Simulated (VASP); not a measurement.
# SnPb3O4 (P4mm) in VASP: single point with PBE

Aim: the single point of SnPb3O4 with PBE.

Everything below comes from runs of VASP 6.6.1. Logs are shortened: lines on timing, memory, paths and dates and some standing lists are left out, and cuts for length are marked.

### Step 1. The cell of the first run

Symmetry: P4mm, No. 99, tetragonal system. Conventional cell: a = 4.002 Å, b = 4.002 Å, c = 10.913 Å, α = 90.00°, β = 90.00°, γ = 90.00°. Sn (site symmetry 4mm) has 4 O at 2.28 Å within 3.0 Å. Within 3.1 Å of Pb (site symmetry 4mm) lie 4 O at 2.35 Å. Within 3.1 Å of Pb (site symmetry 4mm) lie 4 O at 2.36 Å. Within 3.1 Å of Pb (site symmetry 4mm) lie 4 O at 2.33 Å. Within 3.1 Å of O (site symmetry 2mm) lie 4 Pb at 2.33 to 2.35 Å and 4 O at 2.83 Å. Within 3.0 Å of O (site symmetry 2mm) lie 2 Sn at 2.28 Å and 2 Pb at 2.36 Å and 4 O at 2.83 Å.

### Step 2. Single point, PBE

The input, INCAR:

```
SYSTEM = SnPb3O4
PREC = Accurate ; ENCUT = 520
EDIFF = 1E-7 ; ISMEAR = 0
SIGMA = 0.1 ; LREAL = .FALSE.
LASPH = .TRUE. ; NELM = 100
ALGO = Normal ; ISIF = 2
LWAVE = .FALSE. ; LCHARG = .TRUE.
GGA = PE ; LELF = .TRUE.
LVHAR = .TRUE. ; NBANDS = 50
```

The input, KPOINTS:

```
regular mesh
0
G
  4 4 2
  0 0 0
```

The input, POSCAR:

```
SnPb3O4
1.0
    4.0017732000      0.0000000000      0.0000000000
    0.0000000000      4.0017732000      0.0000000000
    0.0000000000      0.0000000000     10.9129615000
Sn Pb O
1 3 4
Direct
    0.5000000000      0.5000000000      0.3924380000
    0.0000000000      0.0000000000      0.1167640000
    0.0000000000      0.0000000000      0.6055280000
    0.5000000000      0.5000000000      0.8948310000
    0.0000000000      0.5000000000      0.0035390000
    0.0000000000      0.5000000000      0.4916800000
    0.5000000000      0.0000000000      0.0035390000
    0.5000000000      0.0000000000      0.4916800000
```

Potentials or basis: VASP PAW PBE potentials, release 64 (Sn_d, Pb_d, O).

Started as:

```
$ cat potpaw_PBE.64/Sn_d/POTCAR potpaw_PBE.64/Pb_d/POTCAR potpaw_PBE.64/O/POTCAR > POTCAR
$ mpirun -np 1 vasp_std > vasp.out
```

OUTCAR:

```text
SYSTEM = SnPb3O4
   PREC = Accurate
   ENCUT = 520
   EDIFF = 1E-7
   ISMEAR = 0
   LREAL = .FALSE.
   LASPH = .TRUE.
   NELM = 100
   ISIF = 2
   GGA = PE

 ion  position               nearest neighbor table
   1  0.500  0.500  0.392-   6 2.28   8 2.28   8 2.28   6 2.28   3 3.66   3 3.66   3 3.66   3 3.66

   2  0.000  0.000  0.117-   5 2.35   7 2.35   5 2.35   7 2.35   4 3.72   4 3.72   4 3.72   4 3.72

   3  0.000  0.000  0.606-   6 2.36   8 2.36   6 2.36   8 2.36   1 3.66   1 3.66   1 3.66   1 3.66

   4  0.500  0.500  0.895-   5 2.33   7 2.33   7 2.33   5 2.33   2 3.72   2 3.72   2 3.72   2 3.72

   5  0.000  0.500  0.004-   4 2.33   4 2.33   2 2.35   2 2.35
   6  0.000  0.500  0.492-   1 2.28   1 2.28   3 2.36   3 2.36
   7  0.500  0.000  0.004-   4 2.33   4 2.33   2 2.35   2 2.35
   8  0.500  0.000  0.492-   1 2.28   1 2.28   3 2.36   3 2.36

  LATTYP: Found a simple tetragonal cell.
 ALAT       =     4.0017732000
 C/A-ratio  =     2.7270314819

  Lattice vectors:

 A1 = (   4.0017732000,   0.0000000000,   0.0000000000)
 A2 = (   0.0000000000,   4.0017732000,   0.0000000000)
 A3 = (   0.0000000000,   0.0000000000,  10.9129615000)

Analysis of symmetry for initial positions (statically):
=====================================================================
 Subroutine PRICEL returns:
 Original cell was already a primitive cell.

 Routine SETGRP: Setting up the symmetry group for a
 simple tetragonal supercell.

 Subroutine GETGRP returns: Found  8 space group operations
 (whereof  8 operations were pure point group operations)
 out of a pool of 16 trial point group operations.

The static configuration has the point symmetry C_4v.

Analysis of symmetry for dynamics (positions and initial velocities):
=====================================================================
 Subroutine PRICEL returns:
 Original cell was already a primitive cell.

 Routine SETGRP: Setting up the symmetry group for a
 simple tetragonal supercell.

 Subroutine GETGRP returns: Found  8 space group operations
 (whereof  8 operations were pure point group operations)
 out of a pool of 16 trial point group operations.

The dynamic configuration has the point symmetry C_4v.

 Subroutine INISYM returns: Found  8 space group operations
 (whereof  8 operations are pure point group operations),
 and found     1 'primitive' translations

----------------------------------------------------------------------------------------

                                     Primitive cell

  volume of cell :     174.7622

  direct lattice vectors                    reciprocal lattice vectors
     4.001773200  0.000000000  0.000000000     0.249889224  0.000000000  0.000000000
     0.000000000  4.001773200  0.000000000     0.000000000  0.249889224  0.000000000
     0.000000000  0.000000000 10.912961500     0.000000000  0.000000000  0.091634154

  length of vectors
     4.001773200  4.001773200 10.912961500     0.249889224  0.249889224  0.091634154

  position of ions in fractional coordinates (direct lattice)
     0.500000000  0.500000000  0.392438000
     0.000000000  0.000000000  0.116764000
     0.000000000  0.000000000  0.605528000
     0.500000000  0.500000000  0.894831000
     0.000000000  0.500000000  0.003539000
     0.000000000  0.500000000  0.491680000
     0.500000000  0.000000000  0.003539000
     0.500000000  0.000000000  0.491680000

  ion indices of the primitive-cell ions
   primitive index   ion index
                 1           1
                 2           2
                 3           3
                 4           4
                 5           5
                 6           6
                 7           7
                 8           8

----------------------------------------------------------------------------------------

 KPOINTS: regular mesh

Automatic generation of k-mesh.
 Grid dimensions read from file:
 generate k-points for:    4    4    2

 Generating k-lattice:

  Cartesian coordinates                     Fractional coordinates (reciprocal lattice)
     0.062472306  0.000000000  0.000000000     0.250000000  0.000000000  0.000000000
     0.000000000  0.062472306  0.000000000     0.000000000  0.250000000  0.000000000
     0.000000000  0.000000000  0.045817077     0.000000000  0.000000000  0.500000000

  Length of vectors
     0.062472306  0.062472306  0.045817077

  Shift w.r.t. Gamma in fractional coordinates (k-lattice)
     0.000000000  0.000000000  0.000000000

 Subroutine IBZKPT returns following result:
 ===========================================

 Found     12 irreducible k-points:

 Following reciprocal coordinates:
            Coordinates               Weight
  0.000000  0.000000  0.000000      1.000000
  0.250000  0.000000  0.000000      4.000000
  0.500000  0.000000  0.000000      2.000000
  0.250000  0.250000  0.000000      4.000000
  0.500000  0.250000  0.000000      4.000000
  0.500000  0.500000  0.000000      1.000000
  0.000000  0.000000  0.500000      1.000000
  0.250000  0.000000  0.500000      4.000000
  0.500000  0.000000  0.500000      2.000000
  0.250000  0.250000  0.500000      4.000000
  0.500000  0.250000  0.500000      4.000000
  0.500000  0.500000  0.500000      1.000000
   k-points           NKPTS =     12   k-points in BZ     NKDIM =     12   number of bands    NBANDS=     50
   number of dos      NEDOS =    301   number of ions     NIONS =      8
   total plane-waves  NPLWV =  75600
   dimension x,y,z NGX =    30 NGY =   30 NGZ =   84
   dimension x,y,z NGXF=    60 NGYF=   60 NGZF=  168
   ions per type =               1   3   4
   NGX,Y,Z   is equivalent  to a cutoff of  12.46, 12.46, 12.80 a.u.
   NGXF,Y,Z  is equivalent  to a cutoff of  24.93, 24.93, 25.59 a.u.
 SYSTEM =  SnPb3O4
   PREC   = accura    normal or accurate (medium, high low for compatibility)
   ISTART =      0    job   : 0-new  1-cont  2-samecut
   ICHARG =      2    charge: 1-file 2-atom 10-const
   ISPIN  =      1    spin polarized calculation?
   LNONCOLLINEAR =      F non collinear calculations
   LSORBIT =      F    spin-orbit coupling
   LASPH  =      T    aspherical Exc in radial PAW
   ENCUT  =  520.0 eV  38.22 Ry    6.18 a.u.   7.44  7.44 20.29*2*pi/ulx,y,z
   NELM   =    100;   NELMIN=  2; NELMDL= -5     # of ELM steps
   EDIFF  = 0.1E-06   stopping-criterion for ELM
   LREAL  =      F    real-space projection
   EDIFFG = 0.1E-05   stopping-criterion for IOM
   NSW    =      0    number of steps for IOM
   IBRION =     -1    ionic relax: 0-MD 1-quasi-New 2-CG
   NFREE  =      0    steps in history (QN), initial steepest desc. (CG)
   ISIF   =      2    stress and relaxation
   ISYM   =      2    0-nonsym 1-usesym 2-fastsym
   POTIM  = 0.5000    time-step for ionic-motion
   TEBEG  =    0.0;   TEEND  =   0.0 temperature during run
   PSTRESS=    0.0 pullay stress
   NELECT =      80.0000    total number of electrons
   NUPDOWN=      -1.0000    fix difference up-down
   EMIN   =  10.00;   EMAX   =-10.00  energy-range for DOS
   EFERMI =   0.00;   METHOD = LEGACY
   ISMEAR =     0;   SIGMA  =   0.10  broadening in eV -4-tet -1-fermi 0-gaus
   EFERMI_NEDOS =   21; number of points for ismear=-14 and -15
   IALGO  =     38    algorithm
   IMIX   =      4    mixing-type and parameters
     AMIX     =   0.40;   BMIX     =  1.00
     AMIX_MAG =   1.60;   BMIX_MAG =  1.00
  volume/ion in A,a.u.               =      21.85       147.42
  Fermi-wavevector in a.u.,A,eV,Ry     =   1.261699  2.384265 21.658890  1.591883
  Thomas-Fermi vector in A             =   2.395144
   LORBIT       =      0    0 simple, 1 ext, 2 COOP (PROOUT), +10 PAW based schemes
   GGA     = PE    functional components
   LHFCALC =     F    Hartree Fock is set to
   AEXX    =    0.0000 exact exchange contribution
   IVDW    =     0    specifies the selected vdW correction
   LEPSILON=     F    determine dielectric tensor
   LRPA    =     F    only Hartree local field effects (RPA)
 non-spin polarized calculation
 Gauss-broadening in eV      SIGMA  =   0.10
  energy-cutoff  :      520.00
  volume of cell :      174.76
 maximum number of plane-waves:      4761
 NGX is ok and might be reduce to    30
   NGX = 15   NGY = 15   NGZ = 41

 number of electron      80.0000007 magnetization

 Free energy of the ion-electron system (eV)
  ---------------------------------------------------
  ext. energy  EPLUGINS =         0.00000000
  ---------------------------------------------------
  free energy    TOTEN  =       -43.59973923 eV

  energy without entropy =      -43.59973923  energy(sigma->0) =      -43.59973923

 E-fermi :   4.7766     XC(G=0):  -9.2225

 val. band max:        4.3066108811   @ k =   0.0000   0.0000   0.0000
 cond. band min:       5.7915714503   @ k =   0.5000   0.5000   0.0000
 fundamental gap:      1.4849605692
 Fermi energy:         4.7766303946

 k-point     1 :       0.0000    0.0000    0.0000
  band No.  band energies     occupation
      1     -16.5781      2.00000
      2     -16.3747      2.00000
      3     -16.3747      2.00000
      4     -16.3747      2.00000
      5     -16.3545      2.00000
      6     -14.2825      2.00000
[... 42 lines left out ...]
     49      10.2998      0.00000
     50      10.2998      0.00000

 k-point     2 :       0.2500    0.0000    0.0000
  band No.  band energies     occupation
      1     -16.5512      2.00000
      2     -16.4293      2.00000
      3     -16.3740      2.00000
      4     -16.3593      2.00000
      5     -16.3547      2.00000
      6     -14.0704      2.00000
[... 42 lines left out ...]
     49      10.2904      0.00000
     50      10.6247      0.00000

 k-point     3 :       0.5000    0.0000    0.0000
  band No.  band energies     occupation
      1     -16.4997      2.00000
      2     -16.4974      2.00000
      3     -16.3731      2.00000
      4     -16.3642      2.00000
      5     -16.3435      2.00000
      6     -13.7048      2.00000
[... 466 lines left out ...]
     49      10.7019      0.00000
     50      11.1285      0.00000

 k-point    12 :       0.5000    0.5000    0.5000
  band No.  band energies     occupation
      1     -16.4953      2.00000
      2     -16.4953      2.00000
      3     -16.3755      2.00000
      4     -16.3613      2.00000
      5     -16.3392      2.00000
      6     -13.5580      2.00000
[... 42 lines left out ...]
     49       9.7889      0.00000
     50      10.1095      0.00000

------------------------ aborting loop because EDIFF is reached ----------------------------------------

  FORCE on cell =-STRESS in cart. coord.  units (eV):
  Direction    XX          YY          ZZ          XY          YZ          ZX
  --------------------------------------------------------------------------------------
  -------------------------------------------------------------------------------------
  Total        0.1088817      0.1088817      0.1212685      0.0000000      0.0000000      0.0000000
  in kB        0.9982006      0.9982006      1.1117599      0.0000000      0.0000000      0.0000000
  external PRESSURE =       1.0360537 kB  Pullay stress =       0.0000000 kB

 VOLUME and BASIS-vectors are now :
 -----------------------------------------------------------------------------
  energy-cutoff  :      520.00
  volume of cell :      174.76
      direct lattice vectors                 reciprocal lattice vectors
     4.001773200  0.000000000  0.000000000     0.249889224  0.000000000  0.000000000
     0.000000000  4.001773200  0.000000000     0.000000000  0.249889224  0.000000000
     0.000000000  0.000000000 10.912961500     0.000000000  0.000000000  0.091634154

 POSITION                                       TOTAL-FORCE (eV/Angst)
 -----------------------------------------------------------------------------------
      2.00089      2.00089      4.28266         0.000000     -0.000000     -0.059955
      0.00000      0.00000      1.27424         0.000000      0.000000      0.033218
      0.00000      0.00000      6.60810         0.000000      0.000000      0.037929
      2.00089      2.00089      9.76526         0.000000      0.000000     -0.031932
      0.00000      2.00089      0.03862        -0.000000      0.000000     -0.000554
      0.00000      2.00089      5.36568         0.000000      0.000000      0.010925
      2.00089      0.00000      0.03862         0.000000      0.000000     -0.000554
      2.00089      0.00000      5.36568         0.000000      0.000000      0.010925
 -----------------------------------------------------------------------------------
    total drift:                                0.000000      0.000000      0.000026

  FREE ENERGIE OF THE ION-ELECTRON SYSTEM (eV)
  ---------------------------------------------------
  free  energy   TOTEN  =       -43.5997392261 eV

  energy  without entropy=      -43.5997392261  energy(sigma->0) =      -43.59973923
```

Wall time 2.1 min (1 thread of Intel Xeon Platinum 8259CL at 2.50GHz (Skylake/Cascade Lake), shared host); peak memory 0.3 GiB.

Results:

```
Free energy            : -43.5997 eV
Pressure               : 0.1 GPa
Largest force          : 0.060 eV/Å
Band gap on the k mesh : 1.49 eV, indirect (least direct gap 1.73 eV)
```

Forces on the atoms (eV/Å):
```
Sn   0.000  0.000 -0.060
Pb   0.000  0.000  0.033
Pb   0.000  0.000  0.038
Pb   0.000  0.000 -0.032
O    0.000  0.000 -0.001
O    0.000  0.000  0.011
O    0.000  0.000 -0.001
O    0.000  0.000  0.011
```

Levels at points of the mesh, in eV from the valence-band top:
| k point | band 38 | band 39 | band 40 | band 41 | band 42 | band 43 |
| --- | --- | --- | --- | --- | --- | --- |
| (0.00, 0.00, 0.00) | -1.42 | -1.03 | 0.00 | 1.73 | 1.96 | 4.23 |
| (0.50, 0.00, 0.00) | -1.41 | -1.12 | -0.80 | 2.49 | 2.75 | 3.15 |
| (0.50, 0.50, 0.00) | -1.15 | -0.83 | -0.79 | 1.48 | 1.48 | 3.46 |
| (0.00, 0.00, 0.50) | -1.42 | -0.57 | -0.35 | 1.67 | 1.91 | 4.44 |
| (0.50, 0.00, 0.50) | -1.20 | -1.19 | -0.97 | 2.53 | 2.80 | 3.08 |
| (0.50, 0.50, 0.50) | -1.20 | -0.83 | -0.79 | 1.99 | 1.99 | 2.25 |

Caveat: spin-orbit coupling is left out, which moves the levels of the heavy elements. A k mesh can miss the band edges.
